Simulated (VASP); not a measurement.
# Al (P6_3/mmc) in VASP: notebook

The runs below take Al through single point, with PBE+D3(BJ).

All numbers are computed with VASP 6.6.1; they aren't measurements. Logs are shortened: lines on timing, memory, paths and dates and some standing lists are left out, and cuts for length are marked.

**1. The cell of the first run**

The structure is hexagonal, space group P6_3/mmc (No. 194). The conventional cell has a = 2.972 Å, b = 2.972 Å, c = 7.644 Å, α = 90.00°, β = 90.00°, γ = 120.00°. Al (site symmetry -3m) has 12 Al at 2.57 to 2.97 Å within 3.4 Å. Al (site symmetry -6m2) has 12 Al at 2.57 to 2.97 Å within 3.4 Å.

This isn't the form of Al at room conditions, which is fcc.

**2. Single point, PBE+D3(BJ)**

Input file INCAR:

```
SYSTEM = Al
  ALGO = Normal
  EDIFF = 1E-6
  ENCUT = 520
  GGA = PE
  ISIF = 2
  ISMEAR = 0
  IVDW = 12
  LASPH = .TRUE.
  LCHARG = .FALSE.
  LREAL = .FALSE.
  LWAVE = .FALSE.
  NBANDS = 14
  NELM = 100
  PREC = Accurate
  SIGMA = 0.15
```

Input file KPOINTS:

```
k-points
0
G
  18 18 4
  0 0 0
```

Input file POSCAR:

```
Al
1.0
    2.9720000000      0.0000000000      0.0000000000
   -1.4860000000      2.5738275000      0.0000000000
    0.0000000000      0.0000000000      7.6442000000
Al
4
Direct
    0.0000000000      0.0000000000      0.0000000000
    0.3333333333      0.6666666667      0.2500000000
    0.0000000000      0.0000000000      0.5000000000
    0.6666666667      0.3333333333      0.7500000000
```

Potentials or basis: VASP PAW PBE potentials, release 64 (Al).

The run is started by

```bash
> cat potpaw_PBE.64/Al/POTCAR > POTCAR
> mpirun -np 1 vasp_std > vasp.out
```

OUTCAR:

```text
SYSTEM = Al
   EDIFF = 1E-6
   ENCUT = 520
   GGA = PE
   ISIF = 2
   ISMEAR = 0
   IVDW = 12
   LASPH = .TRUE.
   LREAL = .FALSE.
   NELM = 100
   PREC = Accurate
 IVDW          = 12

 ion  position               nearest neighbor table
   1  0.000  0.000  0.000-   2 2.57   4 2.57   2 2.57   4 2.57   4 2.57   2 2.57
   2  0.333  0.667  0.250-   1 2.57   3 2.57   1 2.57   3 2.57   1 2.57   3 2.57
   3  0.000  0.000  0.500-   2 2.57   4 2.57   2 2.57   4 2.57   4 2.57   2 2.57
   4  0.667  0.333  0.750-   1 2.57   3 2.57   1 2.57   3 2.57   1 2.57   3 2.57

  LATTYP: Found a hexagonal cell.
 ALAT       =     2.9720000000
 C/A-ratio  =     2.5720726783

  Lattice vectors:

 A1 = (   2.9720000000,   0.0000000000,   0.0000000000)
 A2 = (  -1.4860000000,   2.5738275000,   0.0000000000)
 A3 = (   0.0000000000,   0.0000000000,   7.6442000000)

Analysis of symmetry for initial positions (statically):
=====================================================================
 Subroutine PRICEL returns:
 Original cell was already a primitive cell.

 Routine SETGRP: Setting up the symmetry group for a
 hexagonal supercell.

 Subroutine GETGRP returns: Found 24 space group operations
 (whereof 12 operations were pure point group operations)
 out of a pool of 24 trial point group operations.

The static configuration has the point symmetry D_3d.
 The point group associated with its full space group is D_6h.

Analysis of symmetry for dynamics (positions and initial velocities):
=====================================================================
 Subroutine PRICEL returns:
 Original cell was already a primitive cell.

 Routine SETGRP: Setting up the symmetry group for a
 hexagonal supercell.

 Subroutine GETGRP returns: Found 24 space group operations
 (whereof 12 operations were pure point group operations)
 out of a pool of 24 trial point group operations.

The dynamic configuration has the point symmetry D_3d.
 The point group associated with its full space group is D_6h.

 Subroutine INISYM returns: Found 24 space group operations
 (whereof 12 operations are pure point group operations),
 and found     1 'primitive' translations

----------------------------------------------------------------------------------------

                                     Primitive cell

  volume of cell :      58.4737

  direct lattice vectors                    reciprocal lattice vectors
     2.972000000  0.000000000  0.000000000     0.336473755  0.194263213  0.000000000
    -1.486000000  2.573827500  0.000000000     0.000000000  0.388526426  0.000000000
     0.000000000  0.000000000  7.644200000     0.000000000  0.000000000  0.130818137

  length of vectors
     2.972000000  2.972000000  7.644200000     0.388526426  0.388526426  0.130818137

  position of ions in fractional coordinates (direct lattice)
     0.000000000  0.000000000  0.000000000
     0.333333333  0.666666667  0.250000000
     0.000000000  0.000000000  0.500000000
     0.666666667  0.333333333  0.750000000

  ion indices of the primitive-cell ions
   primitive index   ion index
                 1           1
                 2           2
                 3           3
                 4           4

----------------------------------------------------------------------------------------

 KPOINTS: k-points

Automatic generation of k-mesh.
 Grid dimensions read from file:
 generate k-points for:   18   18    4

 Generating k-lattice:

  Cartesian coordinates                     Fractional coordinates (reciprocal lattice)
     0.018692986  0.010792401  0.000000000     0.055555556  0.000000000  0.000000000
     0.000000000  0.021584801  0.000000000     0.000000000  0.055555556  0.000000000
     0.000000000  0.000000000  0.032704534     0.000000000  0.000000000  0.250000000

  Length of vectors
     0.021584801  0.021584801  0.032704534

  Shift w.r.t. Gamma in fractional coordinates (k-lattice)
     0.000000000  0.000000000  0.000000000

 Subroutine IBZKPT returns following result:
 ===========================================

 Found    111 irreducible k-points:

 Following reciprocal coordinates:
            Coordinates               Weight
  0.000000  0.000000  0.000000      1.000000
  0.055556  0.000000  0.000000      6.000000
  0.111111  0.000000  0.000000      6.000000
  0.166667  0.000000  0.000000      6.000000
  0.222222  0.000000  0.000000      6.000000
  0.277778  0.000000  0.000000      6.000000
[... 16 lines left out ...]
  0.333333  0.111111  0.000000     12.000000
  0.388889  0.111111  0.000000     12.000000
 [... further k-points ...]
   k-points           NKPTS =    111   k-points in BZ     NKDIM =    111   number of bands    NBANDS=     14
   number of dos      NEDOS =    301   number of ions     NIONS =      4
   total plane-waves  NPLWV =  34560
   dimension x,y,z NGX =    24 NGY =   24 NGZ =   60
   dimension x,y,z NGXF=    48 NGYF=   48 NGZF=  120
   ions per type =               4
   NGX,Y,Z   is equivalent  to a cutoff of  13.42, 13.42, 13.05 a.u.
   NGXF,Y,Z  is equivalent  to a cutoff of  26.85, 26.85, 26.10 a.u.
 SYSTEM =  Al
   PREC   = accura    normal or accurate (medium, high low for compatibility)
   ISTART =      0    job   : 0-new  1-cont  2-samecut
   ICHARG =      2    charge: 1-file 2-atom 10-const
   ISPIN  =      1    spin polarized calculation?
   LNONCOLLINEAR =      F non collinear calculations
   LSORBIT =      F    spin-orbit coupling
   LASPH  =      T    aspherical Exc in radial PAW
   ENCUT  =  520.0 eV  38.22 Ry    6.18 a.u.   5.53  5.53 14.21*2*pi/ulx,y,z
   NELM   =    100;   NELMIN=  2; NELMDL= -5     # of ELM steps
   EDIFF  = 0.1E-05   stopping-criterion for ELM
   LREAL  =      F    real-space projection
   EDIFFG = 0.1E-04   stopping-criterion for IOM
   NSW    =      0    number of steps for IOM
   IBRION =     -1    ionic relax: 0-MD 1-quasi-New 2-CG
   NFREE  =      0    steps in history (QN), initial steepest desc. (CG)
   ISIF   =      2    stress and relaxation
   ISYM   =      2    0-nonsym 1-usesym 2-fastsym
   POTIM  = 0.5000    time-step for ionic-motion
   TEBEG  =    0.0;   TEEND  =   0.0 temperature during run
   PSTRESS=    0.0 pullay stress
   NELECT =      12.0000    total number of electrons
   NUPDOWN=      -1.0000    fix difference up-down
   EMIN   =  10.00;   EMAX   =-10.00  energy-range for DOS
   EFERMI =   0.00;   METHOD = LEGACY
   ISMEAR =     0;   SIGMA  =   0.15  broadening in eV -4-tet -1-fermi 0-gaus
   EFERMI_NEDOS =   21; number of points for ismear=-14 and -15
   IALGO  =     38    algorithm
   IMIX   =      4    mixing-type and parameters
     AMIX     =   0.40;   BMIX     =  1.00
     AMIX_MAG =   1.60;   BMIX_MAG =  1.00
  volume/ion in A,a.u.               =      14.62        98.65
  Fermi-wavevector in a.u.,A,eV,Ry     =   0.965640  1.824795 12.686891  0.932460
  Thomas-Fermi vector in A             =   2.095374
   LORBIT       =      0    0 simple, 1 ext, 2 COOP (PROOUT), +10 PAW based schemes
   GGA     = PE    functional components
   LHFCALC =     F    Hartree Fock is set to
   AEXX    =    0.0000 exact exchange contribution
   IVDW    =    12    specifies the selected vdW correction
   LEPSILON=     F    determine dielectric tensor
   LRPA    =     F    only Hartree local field effects (RPA)
 non-spin polarized calculation
 Gauss-broadening in eV      SIGMA  =   0.15
  energy-cutoff  :      520.00
  volume of cell :       58.47
 maximum number of plane-waves:      1612
 NGX is ok and might be reduce to    24
   NGX = 11   NGY = 11   NGZ = 29

 number of electron      12.0000000 magnetization

 Free energy of the ion-electron system (eV)
  ---------------------------------------------------
  ext. energy  EPLUGINS =         0.00000000
  ---------------------------------------------------
  free energy    TOTEN  =       -13.86466049 eV

  energy without entropy =      -13.84938618  energy(sigma->0) =      -13.85702333

 E-fermi :   9.2744     XC(G=0): -10.6243

 val. band max:        9.2677138378   @ k =   0.3333   0.1667   0.2500
 cond. band min:       9.3051177347   @ k =   0.2778   0.1111   0.0000
 fundamental gap:      0.0374038969
 Fermi energy:         9.2743789180

 k-point     1 :       0.0000    0.0000    0.0000
  band No.  band energies     occupation
      1      -2.7003      2.00000
      2      -0.2080      2.00000
      3      -0.1958      2.00000
      4       6.2017      2.00000
      5       7.9874      2.00000
      6      17.0984      0.00000
      7      17.0984      0.00000
      8      17.5304      0.00000
      9      17.5304      0.00000
     10      17.8647      0.00000
     11      18.3079      0.00000
     12      18.9863      0.00000
     13      18.9863      0.00000
     14      19.3705      0.00000

 k-point     2 :       0.0556    0.0000    0.0000
  band No.  band energies     occupation
      1      -2.6316      2.00000
      2      -0.1408      2.00000
      3      -0.1285      2.00000
      4       6.2621      2.00000
      5       8.0482      2.00000
      6      15.7873      0.00000
      7      16.3145      0.00000
      8      17.2510      0.00000
      9      17.7849      0.00000
     10      17.9648      0.00000
     11      18.0703      0.00000
     12      18.4529      0.00000
     13      18.4870      0.00000
     14      18.6704      0.00000
[... 343 lines left out ...]
      1       0.8264      2.00000
      2       3.2165      2.00000
      3       3.2577      2.00000
      4       5.5524      2.00000
      5       7.8545      2.00000
      6       7.9616      2.00000
      7       9.5031      0.03104
      8       9.9703      0.00000
      9      11.7396      0.00000
     10      12.4655      0.00000
     11      12.8913      0.00000
     12      14.0433      0.00000
     13      16.0487      0.00000
     14      17.8413      0.00000

 k-point    24 :       0.3889    0.1111    0.0000
  band No.  band energies     occupation
      1       1.8224      2.00000
      2       4.0923      2.00000
      3       4.2259      2.00000
      4       4.2621      2.00000
      5       6.5934      2.00000
      6       6.6886      2.00000
      7       9.8500      0.00000
      8      10.3194      0.00000
      9      12.0655      0.00000
     10      12.0696      0.00000
     11      13.0149      0.00000
     12      13.1706      0.00000
     13      14.9953      0.00000
     14      17.5312      0.00000

 [... further k-points ...]

------------------------ aborting loop because EDIFF is reached ----------------------------------------

 Edisp (eV)   -1.52792

 E8    (eV) :    -0.6850

  FORCE on cell =-STRESS in cart. coord.  units (eV):
  Direction    XX          YY          ZZ          XY          YZ          ZX
  --------------------------------------------------------------------------------------
  -------------------------------------------------------------------------------------
  Total       2.75178     2.75178    11.47588     0.00000     0.00000     0.00000
  in kB      75.39861    75.39861   314.43895     0.00000     0.00000     0.00000
  external pressure =      155.08 kB  Pullay stress =        0.00 kB

 VOLUME and BASIS-vectors are now :
 -----------------------------------------------------------------------------
  energy-cutoff  :      520.00
  volume of cell :       58.47
      direct lattice vectors                 reciprocal lattice vectors
     2.972000000  0.000000000  0.000000000     0.336473755  0.194263213  0.000000000
    -1.486000000  2.573827500  0.000000000     0.000000000  0.388526426  0.000000000
     0.000000000  0.000000000  7.644200000     0.000000000  0.000000000  0.130818137

 POSITION                                       TOTAL-FORCE (eV/Angst)
 -----------------------------------------------------------------------------------
      0.00000      0.00000      0.00000        -0.000000      0.000000     -0.000000
     -0.00000      1.71589      1.91105         0.000000     -0.000000      0.000000
      0.00000      0.00000      3.82210        -0.000000      0.000000     -0.000000
      1.48600      0.85794      5.73315        -0.000000      0.000000     -0.000000
 -----------------------------------------------------------------------------------
    total drift:                               -0.000000      0.000000      0.000000

  FREE ENERGIE OF THE ION-ELECTRON SYSTEM (eV)
  ---------------------------------------------------
  free  energy   TOTEN  =       -15.3925854312 eV

  energy  without entropy=      -15.3773111289  energy(sigma->0) =      -15.38494828
```

Run time: 82 s. Hardware: 1 thread of Intel Xeon 8259CL, shared host; peak memory 0.22 GiB.

Results:

* Free energy: -15.3926 eV
* Pressure: 15.5 GPa
* Band gap on the k mesh: zero (bands 6 and 7 overlap by 10.04 eV)
* Dispersion energy per atom: -0.382 eV

Caveat: the stress differs along the axes, from 8 to 31 GPa.

**3. Single point, PBE+D3(BJ)**

This run uses another cell than the first one, of 14.74 Å³/atom.

Input file INCAR:

```
SYSTEM = Al
  PREC = Accurate
  ENCUT = 520
  EDIFF = 1E-6
  ISMEAR = 0
  SIGMA = 0.15
  LREAL = .False.
  LASPH = .True.
  NELM = 100
  ALGO = Normal
  ISIF = 2
  LWAVE = .False.
  LCHARG = .True.
  GGA = PE
  IVDW = 12
  LELF = .True.
  LVHAR = .True.
  NBANDS = 14
```

Input file KPOINTS:

```
Automatic mesh
0
Gamma
  18 18 4
  0 0 0
```

Input file POSCAR:

```
Al
1.0
    2.7750000000      0.0000000000      0.0000000000
   -1.3875000000      2.4032204955      0.0000000000
    0.0000000000      0.0000000000      8.8418000000
Al
4
Direct
    0.0000000000      0.0000000000      0.0000000000
    0.3333333333      0.6666666667      0.2500000000
    0.0000000000      0.0000000000      0.5000000000
    0.6666666667      0.3333333333      0.7500000000
```

Potentials or basis: VASP PAW PBE potentials, release 64 (Al).

The run is started by

```bash
> cat potpaw_PBE.64/Al/POTCAR > POTCAR
> mpirun -np 1 vasp_std > vasp.out
```

Run time: 86 s. Hardware: 1 thread of Intel Xeon 8259CL, shared host; peak memory 0.23 GiB.

Results (log left out):

```
Free energy                : -16.2087 eV
Pressure                   : 7.3 GPa
Band gap on the k mesh     : zero (bands 6 and 7 overlap by 6.17 eV)
Dispersion energy per atom : -0.378 eV
```

Stress tensor (GPa, compression positive):
```
6.23 0.00 0.00
0.00 6.23 0.00
0.00 0.00 9.54
```

Levels at points of the mesh, in eV from the Fermi level:
```tsv
k point	band 2	band 3	band 4	band 5	band 6	band 7	band 8	band 9	band 10	band 11
(0.00, 0.00, 0.00)	-10.04	-10.04	-4.88	-4.20	4.18	4.20	11.17	11.17	11.27	11.27
(0.50, 0.00, 0.00)	-5.65	-4.27	-4.23	-3.49	-3.44	0.85	1.25	1.79	2.09	5.85
(0.00, 0.00, 0.50)	-11.45	-7.74	-7.74	-0.54	-0.54	9.47	9.47	11.52	11.52	11.52
(0.50, 0.00, 0.50)	-5.29	-5.20	-5.20	-1.94	-1.94	-1.22	-1.22	5.01	5.01	5.27
```

Caveat: the cell stands under pressure.

[end of part 1 of 2]

The gap in the log of VASP goes by the Fermi energy; the results here count the filled bands.